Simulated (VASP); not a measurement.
Write the native input for VASP 6.6.1 that does the following.

- Task: single point
- Functional: PBE
- Potentials or basis: VASP PAW PBE potentials, release 64 (In_d, Ga_d, As)
- Cutoff: 520 eV
- k mesh: 4 × 4 × 4
- Occupations: gaussian, width 0.1 eV
- Spin: no spin polarisation
- Dipole correction: no
- Further INCAR settings: ALGO = Fast; EDIFF = 1e-07; NBANDS = 40

The structure of InGa3As2 lies in POSCAR:

```
InGa3As2
1.0
    4.6718429500      0.0000000000      0.0000000000
    0.0000000000      4.6718429500      0.0000000000
    0.0000000000      0.0000000000      6.8874577500
In Ga As
1 3 2
Direct
    0.5000000000      0.5000000000      0.0000000000
    0.0000000000      0.5000000000      0.5000000000
    0.5000000000      0.0000000000      0.5000000000
    0.0000000000      0.0000000000      0.5000000000
    0.5000000000      0.5000000000      0.2751395400
    0.5000000000      0.5000000000      0.7248604600
```

The input as run:

INCAR

```
PREC     = Accurate       # precision mode
ENCUT    = 520            # plane-wave cutoff, eV
EDIFF    = 1E-7           # SCF threshold, eV
ISMEAR   = 0              # smearing method
SIGMA    = 0.1            # smearing width, eV
LREAL    = False          # projectors in reciprocal space
LASPH    = True           # aspherical terms in the spheres
NELM     = 60             # most SCF steps
ALGO     = Fast           # electronic algorithm
ISIF     = 2              # what is computed and relaxed
LWAVE    = False          # write WAVECAR
LCHARG   = False          # write CHGCAR
GGA      = PE             # functional
NBANDS   = 40             # bands
```

KPOINTS

```
regular mesh
0
Gamma
  4 4 4
```

Potentials or basis: VASP PAW PBE potentials, release 64 (In_d, Ga_d, As).

Launch:

```bash
$ cat potpaw_PBE.64/In_d/POTCAR potpaw_PBE.64/Ga_d/POTCAR potpaw_PBE.64/As/POTCAR > POTCAR
$ mpirun -np 1 vasp_std > vasp.out
```

Results of the run:

```yaml
Pressure: 34.8 GPa
Largest_force: 19.043 eV/Å
Band_gap_on_the_k_mesh: zero (band 31 reaches 5.09 eV, above the bottom of band 32 at 3.56 eV)
```

Caveat: spin-orbit coupling is left out, which moves the levels of the heavy elements; forces of over 1 eV/Å act on the atoms, so gaps and moduli don't describe the material at rest.

It took 110 s on 1 thread of Intel(R) Xeon(R) 6975P-C (Granite Rapids) (shared host), peak memory 0.3 GiB.
